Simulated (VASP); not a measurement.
# SnSe (I4/mmm) in VASP: a series of runs

Runs on SnSe. Level: LDA. Tasks: single point.

Everything below comes from runs of VASP 6.6.1. Logs are shortened: lines on timing, memory, paths and dates and some standing lists are left out, and cuts for length are marked.

### 1 The cell of the first run

It takes space group I4/mmm (No. 139, tetragonal). Conventional cell: a = 4.678 Å, b = 4.678 Å, c = 4.677 Å, α = 90.00°, β = 90.00°, γ = 90.00°. Sn (site symmetry 4/mmm) has 2 Se at 2.34 Å within 3.1 Å. Within 3.1 Å of Se (site symmetry 4/mmm) lie 2 Sn at 2.34 Å.

### 2 Single point, LDA

INCAR reads:

```
PREC = Accurate
ENCUT = 520
EDIFF = 1E-7
ISMEAR = 0
SIGMA = 0.05
LREAL = F
LASPH = T
NELM = 80
ALGO = Normal
ISIF = 2
LWAVE = F
LCHARG = T
GGA = CA
LELF = T
LVHAR = T
NBANDS = 17
```

KPOINTS reads:

```
regular mesh
0
Gamma
  10 10 10
```

POSCAR reads:

```
SnSe
1.0
    0.0000000000      3.3076667985      2.3385204266
    3.3076667985      0.0000000000      2.3385204266
    3.3076667985      3.3076667985      0.0000000000
Sn Se
1 1
Direct
    0.0000000000      0.0000000000      0.0000000000
    0.5000000000      0.5000000000      0.5000000000
```

Potentials or basis: VASP PAW LDA potentials, release 64 (Sn_d, Se).

The run is started by

```
$ cat potpaw_LDA.64/Sn_d/POTCAR potpaw_LDA.64/Se/POTCAR > POTCAR
$ mpirun -np 1 vasp_std > vasp.out
```

OUTCAR:

```text
PREC = Accurate
   ENCUT = 520
   EDIFF = 1E-7
   ISMEAR = 0
   LREAL = F
   LASPH = T
   NELM = 80
   ISIF = 2
   GGA = CA

 ion  position               nearest neighbor table
   1  0.000  0.000  0.000-   2 2.34   2 2.34
   2  0.500  0.500  0.500-   1 2.34   1 2.34

  LATTYP: Found a body centered tetragonal cell.
 ALAT       =     4.6777472462
 C/A-ratio  =     0.9998489886

  Lattice vectors:

 A1 = (   0.0000000000,  -3.3076667985,  -2.3385204266)
 A2 = (   0.0000000000,   3.3076667985,  -2.3385204266)
 A3 = (   3.3076667985,   0.0000000000,   2.3385204266)

Analysis of symmetry for initial positions (statically):
=====================================================================
 Subroutine PRICEL returns:
 Original cell was already a primitive cell.

 Routine SETGRP: Setting up the symmetry group for a
 body centered tetragonal supercell.

 Subroutine GETGRP returns: Found 16 space group operations
 (whereof 16 operations were pure point group operations)
 out of a pool of 16 trial point group operations.

The static configuration has the point symmetry D_4h.

Analysis of symmetry for dynamics (positions and initial velocities):
=====================================================================
 Subroutine PRICEL returns:
 Original cell was already a primitive cell.

 Routine SETGRP: Setting up the symmetry group for a
 body centered tetragonal supercell.

 Subroutine GETGRP returns: Found 16 space group operations
 (whereof 16 operations were pure point group operations)
 out of a pool of 16 trial point group operations.

The dynamic configuration has the point symmetry D_4h.

 Subroutine INISYM returns: Found 16 space group operations
 (whereof 16 operations are pure point group operations),
 and found     1 'primitive' translations

----------------------------------------------------------------------------------------

                                     Primitive cell

  volume of cell :      51.1699

  direct lattice vectors                    reciprocal lattice vectors
     0.000000000  3.307666799  2.338520427    -0.151163956  0.151163956  0.213810405
     3.307666799  0.000000000  2.338520427     0.151163956 -0.151163956  0.213810405
     3.307666799  3.307666799  0.000000000     0.151163956  0.151163956 -0.213810405

  length of vectors
     4.050844040  4.050844040  4.677747246     0.302350745  0.302350745  0.302350745

  position of ions in fractional coordinates (direct lattice)
     0.000000000  0.000000000  0.000000000
     0.500000000  0.500000000  0.500000000

  ion indices of the primitive-cell ions
   primitive index   ion index
                 1           1
                 2           2

----------------------------------------------------------------------------------------

 KPOINTS: regular mesh

Automatic generation of k-mesh.
 Grid dimensions read from file:
 generate k-points for:   10   10   10

 Generating k-lattice:

  Cartesian coordinates                     Fractional coordinates (reciprocal lattice)
    -0.015116396  0.015116396  0.021381041     0.100000000  0.000000000  0.000000000
     0.015116396 -0.015116396  0.021381041     0.000000000  0.100000000  0.000000000
     0.015116396  0.015116396 -0.021381041     0.000000000  0.000000000  0.100000000

  Length of vectors
     0.030235074  0.030235074  0.030235074

  Shift w.r.t. Gamma in fractional coordinates (k-lattice)
     0.000000000  0.000000000  0.000000000

 Subroutine IBZKPT returns following result:
 ===========================================

 Found    102 irreducible k-points:

 Following reciprocal coordinates:
            Coordinates               Weight
  0.000000  0.000000  0.000000      1.000000
  0.100000 -0.000000  0.000000      8.000000
  0.200000 -0.000000  0.000000      8.000000
  0.300000  0.000000  0.000000      8.000000
  0.400000  0.000000  0.000000      8.000000
  0.500000 -0.000000  0.000000      4.000000
[... 16 lines left out ...]
  0.300000  0.300000  0.000000      2.000000
  0.400000  0.300000  0.000000      8.000000
 [... further k-points ...]
   k-points           NKPTS =    102   k-points in BZ     NKDIM =    102   number of bands    NBANDS=     17
   number of dos      NEDOS =    301   number of ions     NIONS =      2
   total plane-waves  NPLWV =  32400
   dimension x,y,z NGX =    30 NGY =   30 NGZ =   36
   dimension x,y,z NGXF=    60 NGYF=   60 NGZF=   72
   ions per type =               1   1
   NGX,Y,Z   is equivalent  to a cutoff of  12.31, 12.31, 12.79 a.u.
   NGXF,Y,Z  is equivalent  to a cutoff of  24.62, 24.62, 25.59 a.u.
 SYSTEM =  unknown system
   PREC   = accura    normal or accurate (medium, high low for compatibility)
   ISTART =      0    job   : 0-new  1-cont  2-samecut
   ICHARG =      2    charge: 1-file 2-atom 10-const
   ISPIN  =      1    spin polarized calculation?
   LNONCOLLINEAR =      F non collinear calculations
   LSORBIT =      F    spin-orbit coupling
   LASPH  =      T    aspherical Exc in radial PAW
   ENCUT  =  520.0 eV  38.22 Ry    6.18 a.u.   7.53  7.53  8.70*2*pi/ulx,y,z
   NELM   =     80;   NELMIN=  2; NELMDL= -5     # of ELM steps
   EDIFF  = 0.1E-06   stopping-criterion for ELM
   LREAL  =      F    real-space projection
   EDIFFG = 0.1E-05   stopping-criterion for IOM
   NSW    =      0    number of steps for IOM
   IBRION =     -1    ionic relax: 0-MD 1-quasi-New 2-CG
   NFREE  =      0    steps in history (QN), initial steepest desc. (CG)
   ISIF   =      2    stress and relaxation
   ISYM   =      2    0-nonsym 1-usesym 2-fastsym
   POTIM  = 0.5000    time-step for ionic-motion
   TEBEG  =    0.0;   TEEND  =   0.0 temperature during run
   PSTRESS=    0.0 pullay stress
   NELECT =      20.0000    total number of electrons
   NUPDOWN=      -1.0000    fix difference up-down
   EMIN   =  10.00;   EMAX   =-10.00  energy-range for DOS
   EFERMI =   0.00;   METHOD = LEGACY
   ISMEAR =     0;   SIGMA  =   0.05  broadening in eV -4-tet -1-fermi 0-gaus
   EFERMI_NEDOS =   21; number of points for ismear=-14 and -15
   IALGO  =     38    algorithm
   IMIX   =      4    mixing-type and parameters
     AMIX     =   0.40;   BMIX     =  1.00
     AMIX_MAG =   1.60;   BMIX_MAG =  1.00
  volume/ion in A,a.u.               =      25.58       172.66
  Fermi-wavevector in a.u.,A,eV,Ry     =   1.196961  2.261928 19.493274  1.432715
  Thomas-Fermi vector in A             =   2.332888
   LORBIT       =      0    0 simple, 1 ext, 2 COOP (PROOUT), +10 PAW based schemes
   GGA     = CA    functional components
   LHFCALC =     F    Hartree Fock is set to
   AEXX    =    0.0000 exact exchange contribution
   IVDW    =     0    specifies the selected vdW correction
   LEPSILON=     F    determine dielectric tensor
   LRPA    =     F    only Hartree local field effects (RPA)
 non-spin polarized calculation
 Gauss-broadening in eV      SIGMA  =   0.05
  energy-cutoff  :      520.00
  volume of cell :       51.17
 maximum number of plane-waves:      1409
   NGX = 15   NGY = 15   NGZ = 17

 number of electron      19.9999997 magnetization

 Free energy of the ion-electron system (eV)
  ---------------------------------------------------
  ext. energy  EPLUGINS =         0.00000000
  ---------------------------------------------------
  free energy    TOTEN  =        -7.37944275 eV

  energy without entropy =       -7.37794492  energy(sigma->0) =       -7.37869383

 E-fermi :   6.7342     XC(G=0): -10.0458

 val. band max:        6.7261905623   @ k =  -0.4000   0.0000   0.3000
 cond. band min:       6.7755608475   @ k =   0.5000   0.0000   0.1000
 fundamental gap:      0.0493702852
 Fermi energy:         6.7341941468

 k-point     1 :       0.0000    0.0000    0.0000
  band No.  band energies     occupation
      1     -15.8658      2.00000
      2     -15.5532      2.00000
      3     -15.5532      2.00000
      4     -15.4971      2.00000
      5     -15.4749      2.00000
      6      -8.8491      2.00000
[... 9 lines left out ...]
     16      11.9705      0.00000
     17      14.2936      0.00000

 k-point     2 :       0.1000   -0.0000    0.0000
  band No.  band energies     occupation
      1     -15.8604      2.00000
      2     -15.5527      2.00000
      3     -15.5526      2.00000
      4     -15.4958      2.00000
      5     -15.4754      2.00000
      6      -8.7859      2.00000
[... 9 lines left out ...]
     16      12.6268      0.00000
     17      13.6495      0.00000

 k-point     3 :       0.2000   -0.0000    0.0000
  band No.  band energies     occupation
      1     -15.8462      2.00000
      2     -15.5517      2.00000
      3     -15.5513      2.00000
      4     -15.4918      2.00000
      5     -15.4767      2.00000
      6      -8.6063      2.00000
[... 9 lines left out ...]
     16      14.0337      0.00000
     17      14.1645      0.00000

 k-point     4 :       0.3000    0.0000    0.0000
  band No.  band energies     occupation
      1     -15.8289      2.00000
      2     -15.5517      2.00000
      3     -15.5498      2.00000
      4     -15.4856      2.00000
      5     -15.4781      2.00000
      6      -8.3487      2.00000
[... 9 lines left out ...]
     16      14.8049      0.00000
     17      15.9305      0.00000
[... 343 lines left out ...]
      1     -15.8849      2.00000
      2     -15.5439      2.00000
      3     -15.5426      2.00000
      4     -15.4889      2.00000
      5     -15.4779      2.00000
      6      -8.3118      2.00000
[... 9 lines left out ...]
     16      16.0878      0.00000
     17      16.2994      0.00000

 k-point    23 :       0.3000    0.3000    0.0000
  band No.  band energies     occupation
      1     -15.8294      2.00000
      2     -15.5408      2.00000
      3     -15.5408      2.00000
      4     -15.4861      2.00000
      5     -15.4778      2.00000
      6      -7.8484      2.00000
[... 9 lines left out ...]
     16      15.1881      0.00000
     17      19.7392      0.00000

 k-point    24 :       0.4000    0.3000    0.0000
  band No.  band energies     occupation
      1     -15.8580      2.00000
      2     -15.5354      2.00000
      3     -15.5351      2.00000
      4     -15.4880      2.00000
      5     -15.4738      2.00000
      6      -7.5973      2.00000
[... 9 lines left out ...]
     16      16.9111      0.00000
     17      18.9294      0.00000

 [... further k-points ...]

------------------------ aborting loop because EDIFF is reached ----------------------------------------

  FORCE on cell =-STRESS in cart. coord.  units (eV):
  Direction    XX          YY          ZZ          XY          YZ          ZX
  --------------------------------------------------------------------------------------
  -------------------------------------------------------------------------------------
  Total       -1.0574825     -1.0574825     19.2676062      0.0000000      0.0000000      0.0000000
  in kB      -33.1107578    -33.1107578    603.2865898      0.0000000      0.0000000      0.0000000
  external PRESSURE =     179.0216914 kB  Pullay stress =       0.0000000 kB

 VOLUME and BASIS-vectors are now :
 -----------------------------------------------------------------------------
  energy-cutoff  :      520.00
  volume of cell :       51.17
      direct lattice vectors                 reciprocal lattice vectors
     0.000000000  3.307666799  2.338520427    -0.151163956  0.151163956  0.213810405
     3.307666799  0.000000000  2.338520427     0.151163956 -0.151163956  0.213810405
     3.307666799  3.307666799  0.000000000     0.151163956  0.151163956 -0.213810405

 POSITION                                       TOTAL-FORCE (eV/Angst)
 -----------------------------------------------------------------------------------
      0.00000      0.00000      0.00000        -0.000000      0.000000      0.000000
      3.30767      3.30767      2.33852         0.000000     -0.000000     -0.000000
 -----------------------------------------------------------------------------------
    total drift:                               -0.000000      0.000000      0.000000

  FREE ENERGIE OF THE ION-ELECTRON SYSTEM (eV)
  ---------------------------------------------------
  free  energy   TOTEN  =        -7.3794427464 eV

  energy  without entropy=       -7.3779449207  energy(sigma->0) =       -7.37869383
```

Wall time 2 min (1 thread of Intel Xeon 8259CL, shared host); peak memory 0.22 GiB.

Results:

```
Free energy            : -7.3794 eV
Pressure               : 17.9 GPa
Band gap on the k mesh : zero (bands 10 and 11 overlap by 1.97 eV)
```

Stress tensor (GPa, compression positive):
```
-3.31  0.00  0.00
 0.00 -3.31  0.00
 0.00  0.00 60.33
```

Caveat: the cell stands under pressure; spin-orbit coupling is left out, which moves the levels of the heavy elements.

(Part 1 of 3 ends here.)
